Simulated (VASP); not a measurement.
# Ca (P6_3/mmc) in VASP: a series of runs, part 2 of 2

VASP 6.6.1.

**4. Single point, BLYP**

INCAR reads:

```
SYSTEM = Ca
PREC = Accurate
ENCUT = 520
EDIFF = 1E-6
ISMEAR = -1
SIGMA = 0.05
LREAL = .False.
LASPH = .True.
NELM = 80
ALGO = Normal
ISIF = 2
LWAVE = .False.
LCHARG = .False.
GGA = B5
ALDAX = 1.0
AGGAX = 1.0
AGGAC = 1.0
ALDAC = 0.0
NBANDS = 17
```

KPOINTS reads:

```
Automatic mesh
0
Gamma
  8 8 4
  0 0 0
```

POSCAR reads:

```
Ca
1.0
    3.9800000000      0.0000000000      0.0000000000
   -1.9900000000      3.4467811071      0.0000000000
    0.0000000000      0.0000000000      6.5200000000
Ca
2
Direct
    0.6666666667      0.3333333333      0.7500000000
    0.3333333333      0.6666666667      0.2500000000
```

Potentials or basis: VASP PAW PBE potentials, release 64 (Ca_sv).

Started as:

```
$ cat potpaw_PBE.64/Ca_sv/POTCAR > POTCAR
$ mpirun -np 1 vasp_std > vasp.out
```

OUTCAR:

```text
SYSTEM = Ca
   PREC = Accurate
   ENCUT = 520
   EDIFF = 1E-6
   ISMEAR = -1
   LREAL = .False.
   LASPH = .True.
   NELM = 80
   ISIF = 2
   GGA = B5

 ion  position               nearest neighbor table
   1  0.667  0.333  0.750-
   2  0.333  0.667  0.250-

  LATTYP: Found a hexagonal cell.
 ALAT       =     3.9800000000
 C/A-ratio  =     1.6381909548

  Lattice vectors:

 A1 = (   3.9800000000,   0.0000000000,   0.0000000000)
 A2 = (  -1.9900000000,   3.4467811071,   0.0000000000)
 A3 = (   0.0000000000,   0.0000000000,   6.5200000000)

Analysis of symmetry for initial positions (statically):
=====================================================================
 Subroutine PRICEL returns:
 Original cell was already a primitive cell.

 Routine SETGRP: Setting up the symmetry group for a
 hexagonal supercell.

 Subroutine GETGRP returns: Found 24 space group operations
 (whereof 12 operations were pure point group operations)
 out of a pool of 24 trial point group operations.

The static configuration has the point symmetry D_3d.
 The point group associated with its full space group is D_6h.

Analysis of symmetry for dynamics (positions and initial velocities):
=====================================================================
 Subroutine PRICEL returns:
 Original cell was already a primitive cell.

 Routine SETGRP: Setting up the symmetry group for a
 hexagonal supercell.

 Subroutine GETGRP returns: Found 24 space group operations
 (whereof 12 operations were pure point group operations)
 out of a pool of 24 trial point group operations.

The dynamic configuration has the point symmetry D_3d.
 The point group associated with its full space group is D_6h.

 Subroutine INISYM returns: Found 24 space group operations
 (whereof 12 operations are pure point group operations),
 and found     1 'primitive' translations

----------------------------------------------------------------------------------------

                                     Primitive cell

  volume of cell :      89.4426

  direct lattice vectors                    reciprocal lattice vectors
     3.980000000  0.000000000  0.000000000     0.251256281  0.145062882  0.000000000
    -1.990000000  3.446781107  0.000000000     0.000000000  0.290125763  0.000000000
     0.000000000  0.000000000  6.520000000     0.000000000  0.000000000  0.153374233

  length of vectors
     3.980000000  3.980000000  6.520000000     0.290125763  0.290125763  0.153374233

  position of ions in fractional coordinates (direct lattice)
     0.666666667  0.333333333  0.750000000
     0.333333333  0.666666667  0.250000000

  ion indices of the primitive-cell ions
   primitive index   ion index
                 1           1
                 2           2

----------------------------------------------------------------------------------------

 KPOINTS: Automatic mesh

Automatic generation of k-mesh.
 Grid dimensions read from file:
 generate k-points for:    8    8    4

 Generating k-lattice:

  Cartesian coordinates                     Fractional coordinates (reciprocal lattice)
     0.031407035  0.018132860  0.000000000     0.125000000  0.000000000  0.000000000
     0.000000000  0.036265720  0.000000000     0.000000000  0.125000000  0.000000000
     0.000000000  0.000000000  0.038343558     0.000000000  0.000000000  0.250000000

  Length of vectors
     0.036265720  0.036265720  0.038343558

  Shift w.r.t. Gamma in fractional coordinates (k-lattice)
     0.000000000  0.000000000  0.000000000

 Subroutine IBZKPT returns following result:
 ===========================================

 Found     30 irreducible k-points:

 Following reciprocal coordinates:
            Coordinates               Weight
  0.000000  0.000000  0.000000      1.000000
  0.125000 -0.000000  0.000000      6.000000
  0.250000 -0.000000  0.000000      6.000000
  0.375000  0.000000  0.000000      6.000000
  0.500000 -0.000000  0.000000      3.000000
  0.125000  0.125000  0.000000      6.000000
[... 16 lines left out ...]
  0.250000 -0.000000  0.500000      6.000000
  0.375000  0.000000  0.500000      6.000000
 [... further k-points ...]
   k-points           NKPTS =     30   k-points in BZ     NKDIM =     30   number of bands    NBANDS=     17
   number of dos      NEDOS =    301   number of ions     NIONS =      2
   total plane-waves  NPLWV =  43200
   dimension x,y,z NGX =    30 NGY =   30 NGZ =   48
   dimension x,y,z NGXF=    60 NGYF=   60 NGZF=   96
   ions per type =               2
   NGX,Y,Z   is equivalent  to a cutoff of  12.53, 12.53, 12.24 a.u.
   NGXF,Y,Z  is equivalent  to a cutoff of  25.06, 25.06, 24.48 a.u.
 SYSTEM =  Ca
   PREC   = accura    normal or accurate (medium, high low for compatibility)
   ISTART =      0    job   : 0-new  1-cont  2-samecut
   ICHARG =      2    charge: 1-file 2-atom 10-const
   ISPIN  =      1    spin polarized calculation?
   LNONCOLLINEAR =      F non collinear calculations
   LSORBIT =      F    spin-orbit coupling
   LASPH  =      T    aspherical Exc in radial PAW
   ENCUT  =  520.0 eV  38.22 Ry    6.18 a.u.   7.40  7.40 12.12*2*pi/ulx,y,z
   NELM   =     80;   NELMIN=  2; NELMDL= -5     # of ELM steps
   EDIFF  = 0.1E-05   stopping-criterion for ELM
   LREAL  =      F    real-space projection
   EDIFFG = 0.1E-04   stopping-criterion for IOM
   NSW    =      0    number of steps for IOM
   IBRION =     -1    ionic relax: 0-MD 1-quasi-New 2-CG
   NFREE  =      0    steps in history (QN), initial steepest desc. (CG)
   ISIF   =      2    stress and relaxation
   ISYM   =      2    0-nonsym 1-usesym 2-fastsym
   POTIM  = 0.5000    time-step for ionic-motion
   TEBEG  =    0.0;   TEEND  =   0.0 temperature during run
   PSTRESS=    0.0 pullay stress
   NELECT =      20.0000    total number of electrons
   NUPDOWN=      -1.0000    fix difference up-down
   EMIN   =  10.00;   EMAX   =-10.00  energy-range for DOS
   EFERMI =   0.00;   METHOD = LEGACY
   ISMEAR =    -1;   SIGMA  =   0.05  broadening in eV -4-tet -1-fermi 0-gaus
   EFERMI_NEDOS =   21; number of points for ismear=-14 and -15
   IALGO  =     38    algorithm
   IMIX   =      4    mixing-type and parameters
     AMIX     =   0.40;   BMIX     =  1.00
     AMIX_MAG =   1.60;   BMIX_MAG =  1.00
  volume/ion in A,a.u.               =      44.72       301.79
  Fermi-wavevector in a.u.,A,eV,Ry     =   0.993657  1.877740 13.433783  0.987355
  Thomas-Fermi vector in A             =   2.125555
   LORBIT       =      0    0 simple, 1 ext, 2 COOP (PROOUT), +10 PAW based schemes
   GGA     = B5    functional components
   LHFCALC =     F    Hartree Fock is set to
   AEXX    =    0.0000 exact exchange contribution
   IVDW    =     0    specifies the selected vdW correction
   LEPSILON=     F    determine dielectric tensor
   LRPA    =     F    only Hartree local field effects (RPA)
 non-spin polarized calculation
  energy-cutoff  :      520.00
  volume of cell :       89.44
 maximum number of plane-waves:      2436
 NGX is ok and might be reduce to    30
   NGX = 15   NGY = 15   NGZ = 25

 number of electron      20.0000006 magnetization

 Free energy of the ion-electron system (eV)
  ---------------------------------------------------
  ext. energy  EPLUGINS =         0.00000000
  ---------------------------------------------------
  free energy    TOTEN  =        -2.48311037 eV

  energy without entropy =       -2.46591300  energy(sigma->0) =       -2.47451168

 E-fermi :   2.2131     XC(G=0):  -7.1289

 val. band max:        2.1473971962   @ k =   0.2500  -0.0000   0.0000
 cond. band min:       2.2525016932   @ k =   0.2500   0.1250   0.0000
 fundamental gap:      0.1051044970
 Fermi energy:         2.2131287216

 k-point     1 :       0.0000    0.0000    0.0000
  band No.  band energies     occupation
      1     -39.9809      2.00000
      2     -39.9706      2.00000
      3     -21.1275      2.00000
      4     -21.0438      2.00000
      5     -21.0438      2.00000
      6     -21.0283      2.00000
[... 9 lines left out ...]
     16       4.4864      0.00000
     17       4.8393      0.00000

 k-point     2 :       0.1250   -0.0000    0.0000
  band No.  band energies     occupation
      1     -39.9795      2.00000
      2     -39.9699      2.00000
      3     -21.1221      2.00000
      4     -21.0563      2.00000
      5     -21.0478      2.00000
      6     -21.0412      2.00000
[... 9 lines left out ...]
     16       4.6165      0.00000
     17       4.6446      0.00000
[... 421 lines left out ...]
 k-point    24 :       0.3750    0.0000    0.5000
  band No.  band energies     occupation
      1     -39.9697      2.00000
      2     -39.9697      2.00000
      3     -21.1220      2.00000
      4     -21.1220      2.00000
      5     -21.0539      2.00000
      6     -21.0539      2.00000
[... 9 lines left out ...]
     16       4.7418      0.00000
     17       5.6066      0.00000

 [... further k-points ...]
[... 5 lines left out ...]
  --------------------------------------------------------------------------------------
  -------------------------------------------------------------------------------------
  Total       -0.3941960     -0.3941960     -0.2626059      0.0000000      0.0000000     -0.0000000
  in kB       -7.0611993     -7.0611993     -4.7040359      0.0000000      0.0000000     -0.0000000
  external PRESSURE =      -6.2754781 kB  Pullay stress =       0.0000000 kB

 VOLUME and BASIS-vectors are now :
 -----------------------------------------------------------------------------
  energy-cutoff  :      520.00
  volume of cell :       89.44
      direct lattice vectors                 reciprocal lattice vectors
     3.980000000  0.000000000  0.000000000     0.251256281  0.145062882  0.000000000
    -1.990000000  3.446781107  0.000000000     0.000000000  0.290125763  0.000000000
     0.000000000  0.000000000  6.520000000     0.000000000  0.000000000  0.153374233

 POSITION                                       TOTAL-FORCE (eV/Angst)
 -----------------------------------------------------------------------------------
      1.99000      1.14893      4.89000         0.000000     -0.000000      0.000000
     -0.00000      2.29785      1.63000        -0.000000      0.000000      0.000000
 -----------------------------------------------------------------------------------
    total drift:                                0.000000     -0.000000      0.000000

  FREE ENERGIE OF THE ION-ELECTRON SYSTEM (eV)
  ---------------------------------------------------
  free  energy   TOTEN  =        -2.4831103685 eV

  energy  without entropy=       -2.4659129998  energy(sigma->0) =       -2.47451168
```

Run time: 49 s. Hardware: 1 thread of Intel Xeon Platinum 8488C (Sapphire Rapids), shared host; peak memory 0.2 GiB.

What came out:

- Free energy: -2.4831 eV
- Pressure: -0.6 GPa
- Band gap on the k mesh: zero (band 10 reaches 2.45 eV, above the bottom of band 11 at 2.06 eV)

Stress tensor (GPa, compression positive):
```
-0.71  0.00  0.00
 0.00 -0.71  0.00
 0.00  0.00 -0.47
```

Levels at points of the mesh, in eV from the Fermi level:
```tsv
k point	band 6	band 7	band 8	band 9	band 10	band 11	band 12	band 13	band 14	band 15
(0.00, 0.00, 0.00)	-23.24	-23.24	-23.23	-3.92	-1.06	-0.16	1.99	2.00	2.00	2.27
(0.50, 0.00, 0.00)	-23.28	-23.26	-23.26	-1.13	-0.65	0.19	0.31	1.24	1.73	1.93
(0.00, 0.00, 0.50)	-23.25	-23.25	-23.25	-2.95	-2.95	1.23	1.23	1.99	1.99	1.99
(0.50, 0.00, 0.50)	-23.27	-23.26	-23.26	-0.70	-0.70	0.11	0.11	1.28	1.28	2.54
```

Caveat: the PAW data sets were made with another functional, which shifts forces and pressure a little.

**5. Summary**

| level | gap on the mesh (eV) | pressure (GPa) |
| --- | --- | --- |
| RPBE | none | 0.0 |
| revPBE | none | -0.2 |
| BLYP | none | -0.6 |

Alike in all rows: task single point; potentials or basis VASP PAW PBE potentials, release 64 (Ca_sv); no spin polarisation; cell as given; k mesh 8 × 8 × 4; cutoff (eV) 520; smearing fermi-dirac 0.05 eV.

Every run on the cell as given and a fine mesh finds a metal. The pressure there spans -0.6 GPa (BLYP) to 0.0 GPa (RPBE); a positive pressure means that this level wants a larger cell, a negative one a smaller.

Caveats: the PAW data sets were made with another functional, which shifts forces and pressure a little.

Total energies depend on the potentials used, so only differences within one code and one set of settings carry meaning.
